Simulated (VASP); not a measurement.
Input of a VASP 6.6.1 run:

File INCAR:

```
PREC = Accurate
ENCUT = 500
EDIFF = 1E-8
ISMEAR = 0
SIGMA = 0.01
LREAL = False
LASPH = True
NELM = 120
ALGO = Normal
ISIF = 2
LWAVE = False
LCHARG = True
GGA = PS
IBRION = 8
NSW = 1
LEPSILON = True
GGA_COMPAT = False
```

Contents of KPOINTS:

```
Automatic mesh
0
Gamma
  6 6 6
```

The input POSCAR:

```
CsBr
1.0
    4.2401722903      0.0000000000      0.0000000000
    0.0000000000      4.2401722903      0.0000000000
    0.0000000000      0.0000000000      4.2401722903
Cs Br
1 1
Direct
    0.0000000000      0.0000000000      0.0000000000
    0.5000000000      0.5000000000      0.5000000000
```

Potentials or basis: VASP PAW PBE potentials, release 64 (Cs_sv, Br).

The run is started by

```sh
$ cat potpaw_PBE.64/Cs_sv/POTCAR potpaw_PBE.64/Br/POTCAR > POTCAR
$ mpirun -np 1 vasp_std > vasp.out
```

(1) Estimate the electronic dielectric tensor (diagonal).

(2) Predict the Born charges (mean of the diagonal).

(3) What does it give for the highest phonon frequency at Γ, LO-TO splitting left out?

Results:

(1) 3.19.

(2) Cs +1.33; Br -1.33 e.

(3) 70 cm⁻¹.
